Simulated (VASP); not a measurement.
# TaN (I4/mmm) in VASP: notebook, part 2 of 3

VASP 6.6.1.

## 4. Single point, PBE (engineering shear strain xz +0.0000, normal strain along z -0.0133)

Contents of INCAR:

```
  PREC = Accurate
  ENCUT = 520
  EDIFF = 1E-6
  ISMEAR = 0
  SIGMA = 0.15
  LREAL = False
  LASPH = True
  NELM = 60
  ALGO = Normal
  ISIF = 2
  LWAVE = False
  LCHARG = True
  GGA = PE
  LELF = True
  LVHAR = True
  NBANDS = 15
```

Contents of KPOINTS:

```
regular mesh
0
Gamma
  18 18 18
```

Contents of POSCAR:

```
TaN
1.0
    0.0000000000      2.2081122570      2.1787443640
    2.2081122570      0.0000000000      2.1787443640
    2.2081122570      2.2081122570      0.0000000000
Ta N
1 1
Direct
    0.5000000000      0.5000000000      0.5000000000
    0.0000000000      0.0000000000      0.0000000000
```

Potentials or basis: VASP PAW PBE potentials, release 64 (Ta_pv, N).

Run with:

```
cat potpaw_PBE.64/Ta_pv/POTCAR potpaw_PBE.64/N/POTCAR > POTCAR
mpirun -np 1 vasp_std > vasp.out
```

OUTCAR:

```text
PREC = Accurate
   ENCUT = 520
   EDIFF = 1E-6
   ISMEAR = 0
   LREAL = False
   LASPH = True
   NELM = 60
   ISIF = 2
   GGA = PE

 ion  position               nearest neighbor table
   1  0.500  0.500  0.500-   2 2.18   2 2.18   2 2.21   2 2.21   2 2.21   2 2.21
   2  0.000  0.000  0.000-   1 2.18   1 2.18   1 2.21   1 2.21   1 2.21   1 2.21

  LATTYP: Found a body centered tetragonal cell.
 ALAT       =     3.1227423011
 C/A-ratio  =     1.3954045220

  Lattice vectors:
[... 618 lines left out ...]
 [... further k-points ...]

------------------------ aborting loop because EDIFF is reached ----------------------------------------

  FORCE on cell =-STRESS in cart. coord.  units (eV):
  Direction    XX          YY          ZZ          XY          YZ          ZX
  --------------------------------------------------------------------------------------
  -------------------------------------------------------------------------------------
  Total        0.3930291      0.3930291      1.4959629      0.0000000      0.0000000      0.0000000
  in kB       29.6385325     29.6385325    112.8113639      0.0000000      0.0000000      0.0000000
  external PRESSURE =      57.3628096 kB  Pullay stress =       0.0000000 kB

 VOLUME and BASIS-vectors are now :
 -----------------------------------------------------------------------------
  energy-cutoff  :      520.00
  volume of cell :       21.25
      direct lattice vectors                 reciprocal lattice vectors
     0.000000000  2.208112257  2.178744364    -0.226437763  0.226437763  0.229489980
     2.208112257  0.000000000  2.178744364     0.226437763 -0.226437763  0.229489980
     2.208112257  2.208112257  0.000000000     0.226437763  0.226437763 -0.229489980

 POSITION                                       TOTAL-FORCE (eV/Angst)
 -----------------------------------------------------------------------------------
      2.20811      2.20811      2.17874         0.000000      0.000000      0.000000
      0.00000      0.00000      0.00000        -0.000000     -0.000000      0.000000
 -----------------------------------------------------------------------------------
    total drift:                                0.000000     -0.000000     -0.000000

  FREE ENERGIE OF THE ION-ELECTRON SYSTEM (eV)
  ---------------------------------------------------
  free  energy   TOTEN  =       -21.8213476079 eV

  energy  without entropy=      -21.8117364655  energy(sigma->0) =      -21.81654204
```

OSZICAR:

```text
N       E                     dE             d eps       ncg     rms          rms(c)
DAV:   1     0.897870060458E+02    0.89787E+02   -0.88149E+03 14416   0.113E+03
DAV:   2    -0.220430273024E+02   -0.11183E+03   -0.10540E+03 17844   0.303E+02
DAV:   3    -0.248382314616E+02   -0.27952E+01   -0.27783E+01 16011   0.447E+01
DAV:   4    -0.248493248488E+02   -0.11093E-01   -0.11090E-01 19039   0.301E+00
DAV:   5    -0.248493999478E+02   -0.75099E-04   -0.75096E-04 16136   0.218E-01    0.242E+01
DAV:   6    -0.219086506469E+02    0.29407E+01   -0.54809E+00 17853   0.264E+01    0.100E+01
DAV:   7    -0.218551624092E+02    0.53488E-01   -0.58392E-01 15947   0.610E+00    0.697E+00
DAV:   8    -0.218286716310E+02    0.26491E-01   -0.14543E-01 17165   0.325E+00    0.171E+00
DAV:   9    -0.218214164647E+02    0.72552E-02   -0.19883E-02 16654   0.116E+00    0.320E-01
DAV:  10    -0.218213909632E+02    0.25502E-04   -0.14988E-03 16675   0.400E-01    0.562E-02
DAV:  11    -0.218213478065E+02    0.43157E-04   -0.84935E-05 16417   0.109E-01    0.193E-02
DAV:  12    -0.218213476079E+02    0.19868E-06   -0.76222E-06 16878   0.262E-02
   1 F= -.21821348E+02 E0= -.21816542E+02  d E =-.961114E-02
```

stdout:

```text
POSCAR found type information on POSCAR TaN
 POSCAR found :  2 types and       2 ions
 scaLAPACK will be used
 LDA part: xc-table for (Slater+PW92), standard interpolation
 POSCAR, INCAR and KPOINTS ok, starting setup
 FFT: planning ... GRIDC
 FFT: planning ... GRID_SOFT
 FFT: planning ... GRID
 WAVECAR not read
 entering main loop
```

Wall time 46 s (1 thread of Intel Xeon 6975P-C (Granite Rapids), shared host); peak memory 0.26 GiB.

Results:

```yaml
Free_energy: -21.8213 eV
Pressure: 5.7 GPa
Band_gap_on_the_k_mesh: zero (bands 8 and 9 overlap by 4.00 eV)
```

Caveat: the cell differs from its parent crystal (engineering shear strain xz +0.0000, normal strain along z -0.0133); the stress differs along the axes, from 3 to 11 GPa; spin-orbit coupling is left out, which moves the levels of the heavy elements.

## 5. Single point, PBE (engineering shear strain xz +0.0000, normal strain along z +0.0133)

Contents of INCAR:

```
SYSTEM = TaN
PREC = Accurate
ENCUT = 520
EDIFF = 1E-6
ISMEAR = 0
SIGMA = 0.15
LREAL = .FALSE.
LASPH = .TRUE.
NELM = 80
ALGO = Normal
ISIF = 2
LWAVE = .FALSE.
LCHARG = .FALSE.
GGA = PE
NBANDS = 15
```

Contents of KPOINTS:

```
regular mesh
0
G
  18 18 18
  0 0 0
```

Contents of POSCAR:

```
TaN
1.0
    0.0000000000      2.2081122570      2.2374801500
    2.2081122570      0.0000000000      2.2374801500
    2.2081122570      2.2081122570      0.0000000000
Ta N
1 1
Direct
    0.5000000000      0.5000000000      0.5000000000
    0.0000000000      0.0000000000      0.0000000000
```

Run with:

```
cat potpaw_PBE.64/Ta_pv/POTCAR potpaw_PBE.64/N/POTCAR > POTCAR
mpirun -np 1 vasp_std > vasp.out
```

It took 40 s on 1 thread of Intel Xeon 6975P-C (Granite Rapids), shared host; peak memory 0.27 GiB.

The run converged. Its results:

* Free energy: -21.8262 eV
* Pressure: -3.2 GPa
* Band gap on the k mesh: zero (bands 8 and 9 overlap by 3.76 eV)

Stress tensor (GPa, compression positive):
```
-0.87  0.00  0.00
 0.00 -0.87  0.00
 0.00  0.00 -7.77
```

Levels at points of the mesh, in eV from the Fermi level:
| k point | band 4 | band 5 | band 6 | band 7 | band 8 | band 9 | band 10 | band 11 | band 12 | band 13 |
| --- | --- | --- | --- | --- | --- | --- | --- | --- | --- | --- |
| (0.00, 0.00, 0.00) | -18.66 | -3.79 | -3.74 | -3.74 | -2.15 | -1.99 | -1.99 | -0.08 | 0.14 | 1.34 |
| (0.50, 0.00, 0.00) | -15.79 | -10.17 | -7.41 | -7.40 | 1.77 | 1.84 | 1.93 | 3.73 | 7.08 | 7.41 |
| (0.50, 0.50, 0.00) | -17.43 | -6.68 | -5.28 | -4.54 | -4.54 | 2.02 | 3.38 | 3.38 | 4.23 | 6.46 |
| (0.50, 0.00, 0.50) | -17.41 | -6.55 | -5.31 | -4.63 | -4.59 | 2.02 | 3.30 | 3.48 | 4.28 | 6.55 |

Caveat: the cell differs from its parent crystal (engineering shear strain xz +0.0000, normal strain along z +0.0133); the stress differs along the axes, from -8 to -1 GPa; spin-orbit coupling is left out, which moves the levels of the heavy elements.

## 6. Single point, PBE (engineering shear strain xz +0.0000, normal strain along z +0.0267)

Contents of INCAR:

```
ALGO = Normal ; EDIFF = 1E-6
ENCUT = 520 ; GGA = PE
ISIF = 2 ; ISMEAR = 0
LASPH = True ; LCHARG = True
LELF = True ; LREAL = False
LVHAR = True ; LWAVE = False
NBANDS = 15 ; NELM = 100
PREC = Accurate ; SIGMA = 0.15
```

Contents of KPOINTS:

```
k-points
0
Gamma
  18 18 18
```

Contents of POSCAR:

```
TaN
1.0
    0.0000000000      2.2081122570      2.2670688543
    2.2081122570      0.0000000000      2.2670688543
    2.2081122570      2.2081122570      0.0000000000
Ta N
1 1
Direct
    0.5000000000      0.5000000000      0.5000000000
    0.0000000000      0.0000000000      0.0000000000
```

Potentials or basis: VASP PAW PBE potentials, release 64 (Ta_pv, N).

Run with:

```
cat potpaw_PBE.64/Ta_pv/POTCAR potpaw_PBE.64/N/POTCAR > POTCAR
mpirun -np 1 vasp_std > vasp.out
```

OUTCAR:

```text
EDIFF = 1E-6
   ENCUT = 520
   GGA = PE
   ISIF = 2
   ISMEAR = 0
   LASPH = True
   LREAL = False
   NELM = 100
   PREC = Accurate

 ion  position               nearest neighbor table
   1  0.500  0.500  0.500-   2 2.21   2 2.21   2 2.21   2 2.21   2 2.27   2 2.27
   2  0.000  0.000  0.000-   1 2.21   1 2.21   1 2.21   1 2.21   1 2.27   1 2.27

  LATTYP: Found a body centered tetragonal cell.
 ALAT       =     3.1227423011
 C/A-ratio  =     1.4519730645

  Lattice vectors:

 A1 = (  -2.2081122570,   0.0000000000,   2.2670688543)
 A2 = (   2.2081122570,   0.0000000000,   2.2670688543)
 A3 = (   0.0000000000,   2.2081122570,  -2.2670688543)

Analysis of symmetry for initial positions (statically):
=====================================================================
 Subroutine PRICEL returns:
 Original cell was already a primitive cell.

 Routine SETGRP: Setting up the symmetry group for a
 body centered tetragonal supercell.

 Subroutine GETGRP returns: Found 16 space group operations
 (whereof 16 operations were pure point group operations)
 out of a pool of 16 trial point group operations.

The static configuration has the point symmetry D_4h.

Analysis of symmetry for dynamics (positions and initial velocities):
=====================================================================
 Subroutine PRICEL returns:
 Original cell was already a primitive cell.

 Routine SETGRP: Setting up the symmetry group for a
 body centered tetragonal supercell.

 Subroutine GETGRP returns: Found 16 space group operations
 (whereof 16 operations were pure point group operations)
 out of a pool of 16 trial point group operations.

The dynamic configuration has the point symmetry D_4h.

 Subroutine INISYM returns: Found 16 space group operations
 (whereof 16 operations are pure point group operations),
 and found     1 'primitive' translations

----------------------------------------------------------------------------------------

                                     Primitive cell

  volume of cell :      22.1074

[... 119 lines left out ...]
 non-spin polarized calculation
 Gauss-broadening in eV      SIGMA  =   0.15
  energy-cutoff  :      520.00
  volume of cell :       22.11
 maximum number of plane-waves:       612
   NGX = 11   NGY = 11   NGZ = 11

 number of electron      16.0000001 magnetization

 Free energy of the ion-electron system (eV)
  ---------------------------------------------------
  ext. energy  EPLUGINS =         0.00000000
  ---------------------------------------------------
  free energy    TOTEN  =       -21.80578593 eV

  energy without entropy =      -21.79563213  energy(sigma->0) =      -21.80070903

 E-fermi :   9.1145     XC(G=0): -13.2219

 val. band max:        9.1142781329   @ k =  -0.2778   0.0556   0.2778
 cond. band min:       9.1153571461   @ k =   0.2222   0.1667   0.0556
 fundamental gap:      0.0010790132
 Fermi energy:         9.1144632319

 k-point     1 :       0.0000    0.0000    0.0000
  band No.  band energies     occupation
      1     -26.7541      2.00000
      2     -26.7322      2.00000
      3     -26.7322      2.00000
      4      -9.4379      2.00000
      5       5.3322      2.00000
      6       5.4237      2.00000
      7       5.4237      2.00000
      8       6.9091      2.00000
      9       7.2144      2.00000
     10       7.2144      2.00000
     11       8.8390      1.99060
     12       9.3394      0.03398
     13      10.4657      0.00000
     14      18.5056      0.00000
[... 401 lines left out ...]
      2     -26.8136      2.00000
      3     -26.7502      2.00000
      4      -8.2242      2.00000
      5       1.7032      2.00000
      6       2.9384      2.00000
      7       3.2439      2.00000
      8       8.2401      2.00000
      9       8.4292      2.00000
     10       9.1986      0.42782
     11      11.2704      0.00000
     12      13.5140      0.00000
     13      13.7259      0.00000
     14      21.2697      0.00000
     15      21.4084      0.00000

 [... further k-points ...]

------------------------ aborting loop because EDIFF is reached ----------------------------------------

  FORCE on cell =-STRESS in cart. coord.  units (eV):
  Direction    XX          YY          ZZ          XY          YZ          ZX
  --------------------------------------------------------------------------------------
  -------------------------------------------------------------------------------------
  Total       -0.3833725     -0.3833725     -2.0427727      0.0000000     -0.0000000      0.0000000
  in kB      -27.7839815    -27.7839815   -148.0449623      0.0000000     -0.0000000      0.0000000
  external PRESSURE =     -67.8709751 kB  Pullay stress =       0.0000000 kB

 VOLUME and BASIS-vectors are now :
 -----------------------------------------------------------------------------
  energy-cutoff  :      520.00
  volume of cell :       22.11
      direct lattice vectors                 reciprocal lattice vectors
     0.000000000  2.208112257  2.267068854    -0.226437763  0.226437763  0.220549102
     2.208112257  0.000000000  2.267068854     0.226437763 -0.226437763  0.220549102
     2.208112257  2.208112257  0.000000000     0.226437763  0.226437763 -0.220549102

 POSITION                                       TOTAL-FORCE (eV/Angst)
 -----------------------------------------------------------------------------------
      2.20811      2.20811      2.26707         0.000000     -0.000000      0.000000
      0.00000      0.00000      0.00000        -0.000000      0.000000      0.000000
 -----------------------------------------------------------------------------------
    total drift:                                0.000000     -0.000000     -0.000000

  FREE ENERGIE OF THE ION-ELECTRON SYSTEM (eV)
  ---------------------------------------------------
  free  energy   TOTEN  =       -21.8057859330 eV

  energy  without entropy=      -21.7956321273  energy(sigma->0) =      -21.80070903
```

Wall time 42 s (1 thread of Intel Xeon 6975P-C (Granite Rapids), shared host); peak memory 0.27 GiB.

Results:

* Free energy: -21.8058 eV
* Pressure: -6.8 GPa
* Band gap on the k mesh: zero (bands 8 and 9 overlap by 3.59 eV)

Caveat: the cell differs from its parent crystal (engineering shear strain xz +0.0000, normal strain along z +0.0267); the stress differs along the axes, from -15 to -3 GPa; spin-orbit coupling is left out, which moves the levels of the heavy elements.

(Continued in part 3 of 3.)
